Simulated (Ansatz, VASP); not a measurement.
## ZnS in VASP and in Ansatz

```xyz
8
Lattice="5.4431 0.0000 0.0000 0.0000 -5.4431 0.0000 0.0000 0.0000 -5.4431" Properties=species:S:1:pos:R:3 pbc="T T T"
Zn    0.1856   -0.1856    0.0000
Zn    2.7216   -2.7216    0.0000
Zn    2.7216    0.0000   -2.7216
Zn    0.0000   -2.7216   -2.7216
S     4.0823   -4.0823   -4.0823
S     1.3608   -1.3608   -4.0823
S     1.3608   -4.0823   -1.3608
S     4.0823   -1.3608   -1.3608
```

Alike in both runs: task single point; functional PBE; k mesh 6 × 6 × 6; occupations gaussian, width 0.05 eV; no spin polarisation.

|  | VASP | Ansatz |
| --- | --- | --- |
| version | VASP 6.6.1 | Ansatz 0.2.0 |
| potentials or method | VASP PAW PBE potentials, release 64 (Zn, S), cutoff 520 eV | scalar-relativistic, plane waves, PAW |
| valence electrons in the cell | 72 | 72 |

Ansatz gave:

* gap on the k mesh at the Fermi level (eV): 1.93
* least direct gap on the mesh (eV): 1.93
* pressure (GPa): 0.6
* traceless stress, the component that is largest in VASP (GPa): 1.05
* rms of the force components (eV/Å): 0.519

Q: Which values does VASP return?

A: gap on the k mesh at the Fermi level (eV): 1.94; least direct gap on the mesh (eV): 1.94; pressure (GPa): 0.8; traceless stress, the component that is largest in VASP (GPa): 1.06; rms of the force components (eV/Å): 0.523.

Atom by atom the forces differ by 0.004 eV/Å (rms over components).
